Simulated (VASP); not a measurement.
# GeSbTe3 (P4/mmm) in VASP: notebook, part 2 of 2

VASP 6.6.1. The steps go on from the part before.

### 4 Relaxation of cell and atoms, PBE

File INCAR:

```
SYSTEM = GeSbTe3
PREC     = Accurate       ! precision mode
ENCUT    = 600            ! plane-wave cutoff, eV
EDIFF    = 1E-6           ! SCF threshold, eV
ISMEAR   = 0              ! smearing method
SIGMA    = 0.1            ! smearing width, eV
LREAL    = .FALSE.        ! projectors in reciprocal space
LASPH    = .TRUE.         ! aspherical terms in the spheres
NELM     = 80             ! most SCF steps
ALGO     = Normal         ! electronic algorithm
ISIF     = 3              ! what is computed and relaxed
LWAVE    = .FALSE.        ! write WAVECAR
LCHARG   = .FALSE.        ! write CHGCAR
GGA      = PE             ! functional
IBRION   = 2              ! ionic algorithm
NSW      = 90             ! ionic steps
EDIFFG   = -0.04          ! ionic threshold
```

File KPOINTS:

```
Automatic mesh
0
G
  4 4 2
  0 0 0
```

File POSCAR:

```
GeSbTe3
1.0
    3.9505604300      0.0000000000      0.0000000000
    0.0000000000      3.9505604300      0.0000000000
    0.0000000000      0.0000000000      9.3584864900
Ge Sb Te
1 1 3
Direct
    0.0000000000      0.0000000000      0.0000000000
    0.5000000000      0.5000000000      0.5000000000
    0.5000000000      0.5000000000      0.2127596700
    0.5000000000      0.5000000000      0.7872403300
    0.0000000000      0.0000000000      0.5000000000
```

On the command line:

```console
$ cat potpaw_PBE.64/Ge_d/POTCAR potpaw_PBE.64/Sb/POTCAR potpaw_PBE.64/Te/POTCAR > POTCAR
$ mpirun -np 1 vasp_std > vasp.out
```

Run time: 14 min. Hardware: 1 thread of Intel Xeon 8259CL, shared host; peak memory 0.32 GiB.

The run converged. Its results:

```yaml
Free_energy: -17.3180 eV
Relaxed_volume: 31.83 Å³/atom
Relaxed_cell: a = 4.218 Å, b = 4.218 Å, c = 8.942 Å, α = 90.00°, β = 90.00°, γ = 90.00°
Space_group_after_relaxing_to_0.1_Å: P4/mmm (No. 123)
Energy_gained_by_relaxing: 395.8 meV/atom
Ionic_steps: 18
Pressure_after_relaxing: 0.1 GPa
Largest_force_after_relaxing: 0.012 eV/Å
Band_gap_on_the_k_mesh: zero (an odd number of electrons rules out a gap without spin polarisation)
```

Forces in eV/Å, atoms in the order of the input:
```
Ge   0.000  0.000  0.000
Sb   0.000  0.000  0.000
Te   0.000  0.000 -0.012
Te   0.000  0.000  0.012
Te   0.000  0.000  0.000
```

Step by step:
```
step  energy change (eV)  largest force (eV/Å)  pressure (GPa)  volume (Å³)
   1              0.0000                3.4833            8.80       146.06
   2             -0.9443                0.9370           -3.63       182.67
   3             -1.0239                1.2963           -1.80       172.82
   4             -1.2690                1.1245           -1.12       167.52
   5             -1.6913                0.5668            2.61       152.19
   6             -1.6287                0.5611            5.59       146.22
   7             -1.7032                0.3954            3.24       150.71
   8             -1.7972                0.0543            3.24       150.74
   9             -1.8235                0.5555            3.40       150.74
  10             -1.8893                0.3992            2.30       153.41
  11             -1.9630                0.0605           -0.15       160.33
  12             -1.9637                0.0322           -0.34       161.03
  13             -1.9698                0.0607           -0.29       160.70
  14             -1.9766                0.1229           -0.11       160.03
  15             -1.9770                0.1460           -0.05       159.80
  16             -1.9779                0.1066            0.02       159.63
  17             -1.9785                0.0672            0.05       159.46
  18             -1.9788                0.0116            0.06       159.13
```

Final structure:
```yaml
crystal:
  lattice:
    - [4.21841, 0.00000, 0.00000]
    - [0.00000, 4.21841, 0.00000]
    - [0.00000, 0.00000, 8.94232]
  atoms:
    - { symbol: Ge, position: [0.00000, 0.00000, 0.00000] }
    - { symbol: Sb, position: [0.50000, 0.50000, 0.50000] }
    - { symbol: Te, position: [0.50000, 0.50000, 0.16357] }
    - { symbol: Te, position: [0.50000, 0.50000, 0.83643] }
    - { symbol: Te, position: [0.00000, 0.00000, 0.50000] }
```

Levels at points of the mesh, in eV from the Fermi level:
| k point | band 16 | band 17 | band 18 | band 19 | band 20 | band 21 | band 22 |
| --- | --- | --- | --- | --- | --- | --- | --- |
| (0.00, 0.00, 0.00) | -2.29 | -0.77 | -0.33 | -0.33 | 1.66 | 2.80 | 2.94 |
| (0.50, 0.00, 0.00) | -1.34 | -0.93 | -0.23 | -0.15 | 0.04 | 0.17 | 0.60 |
| (0.50, 0.50, 0.00) | -2.09 | -2.09 | -2.07 | -1.50 | 0.48 | 2.51 | 2.51 |
| (0.00, 0.00, 0.50) | -1.08 | -0.10 | -0.10 | 0.08 | 1.40 | 1.90 | 2.95 |
| (0.50, 0.00, 0.50) | -1.02 | -0.60 | -0.56 | -0.08 | 0.25 | 0.66 | 1.52 |
| (0.50, 0.50, 0.50) | -1.75 | -1.75 | -1.18 | -0.09 | 1.56 | 1.71 | 1.71 |

Caveat: the k points lie up to 0.37 Å⁻¹ apart in the final cell, too coarse for converged energies and pressures of a metal; spin-orbit coupling is left out, which moves the levels of the heavy elements.

### 5 Single point, PBE

This run uses another cell than the first one, of 32.23 Å³/atom.

File INCAR:

```
SYSTEM = GeSbTe3
  PREC = Accurate
  ENCUT = 520
  EDIFF = 1E-6
  ISMEAR = 0
  SIGMA = 0.1
  LREAL = .FALSE.
  LASPH = .TRUE.
  NELM = 60
  ALGO = Normal
  ISIF = 2
  LWAVE = .FALSE.
  LCHARG = .TRUE.
  GGA = PE
  LELF = .TRUE.
  LVHAR = .TRUE.
  NBANDS = 26
```

File KPOINTS:

```
regular mesh
0
G
  10 10 4
  0 0 0
```

File POSCAR:

```
GeSbTe3
1.0
    4.1847072868      0.0000000000      0.0000000000
    0.0000000000      4.1847072868      0.0000000000
    0.0000000000      0.0000000000      9.2016051750
Ge Sb Te
1 1 3
Direct
    0.0000000000      0.0000000000      0.0000000000
    0.5000000000      0.5000000000      0.5000000000
    0.5000000000      0.5000000000      0.1624466045
    0.5000000000      0.5000000000      0.8375533955
    0.0000000000      0.0000000000      0.5000000000
```

On the command line:

```console
$ cat potpaw_PBE.64/Ge_d/POTCAR potpaw_PBE.64/Sb/POTCAR potpaw_PBE.64/Te/POTCAR > POTCAR
$ mpirun -np 1 vasp_std > vasp.out
```

Run time: 5 min. Hardware: 1 thread of Intel Xeon 8259CL, shared host; peak memory 0.44 GiB.

The run converged. Its results:

* Free energy: -17.2727 eV
* Pressure: 0.0 GPa
* Band gap on the k mesh: zero (an odd number of electrons rules out a gap without spin polarisation)

Forces on the atoms (eV/Å):
```
Ge   0.000  0.000  0.000
Sb   0.000  0.000  0.000
Te   0.000  0.000  0.002
Te   0.000  0.000 -0.002
Te   0.000  0.000  0.000
```

Levels at points of the mesh, in eV from the Fermi level:
| k point | band 16 | band 17 | band 18 | band 19 | band 20 | band 21 | band 22 | band 23 |
| --- | --- | --- | --- | --- | --- | --- | --- | --- |
| (0.00, 0.00, 0.00) | -2.13 | -0.64 | -0.19 | -0.19 | 1.63 | 2.76 | 3.11 | 3.11 |
| (0.50, 0.00, 0.00) | -1.37 | -1.21 | -0.27 | -0.21 | 0.11 | 0.19 | 0.84 | 0.86 |
| (0.50, 0.50, 0.00) | -2.03 | -2.03 | -1.93 | -1.56 | 0.38 | 2.49 | 2.49 | 4.34 |
| (0.00, 0.00, 0.50) | -1.24 | -0.03 | -0.03 | -0.01 | 1.32 | 1.79 | 2.84 | 3.04 |
| (0.50, 0.00, 0.50) | -0.92 | -0.61 | -0.55 | -0.09 | 0.25 | 0.63 | 0.83 | 1.29 |
| (0.50, 0.50, 0.50) | -1.77 | -1.77 | -1.34 | -0.04 | 1.39 | 1.59 | 1.75 | 1.75 |

Caveat: spin-orbit coupling is left out, which moves the levels of the heavy elements.

### 6 The runs side by side

| task | cell | k mesh | cutoff (eV) | gap on the mesh (eV) | pressure (GPa) | largest force (eV/Å) |
| --- | --- | --- | --- | --- | --- | --- |
| single point | a = 3.951, b = 3.951, c = 9.358 Å, 5 atoms, atomic positions A | 4 × 4 × 2 | 520 | none | 8.8 | 3.48 |
| single point | a = 4.219, b = 4.219, c = 8.963 Å, 5 atoms, atomic positions B | 4 × 4 × 2 | 520 | none | -0.1 | 0.01 |
| relaxation of cell and atoms | relaxed from a = 3.951, b = 3.951, c = 9.358 Å, 5 atoms, atomic positions A | 4 × 4 × 2 | 600 | none | 0.1 | 0.01 |
| single point | a = 4.185, b = 4.185, c = 9.202 Å, 5 atoms, atomic positions B | 10 × 10 × 4 | 520 | none | 0.0 | - |

Alike in all rows: level PBE; potentials or basis VASP PAW PBE potentials, release 64 (Ge_d, Sb, Te); no spin polarisation; smearing gaussian 0.1 eV.

Caveats: some runs use coarse meshes; spin-orbit coupling is left out, which moves the levels of the heavy elements; forces of over 1 eV/Å act on the atoms, so gaps and moduli don't describe the material at rest (at least some runs).

Total energies depend on the potentials used, so only differences within one code and one set of settings carry meaning.
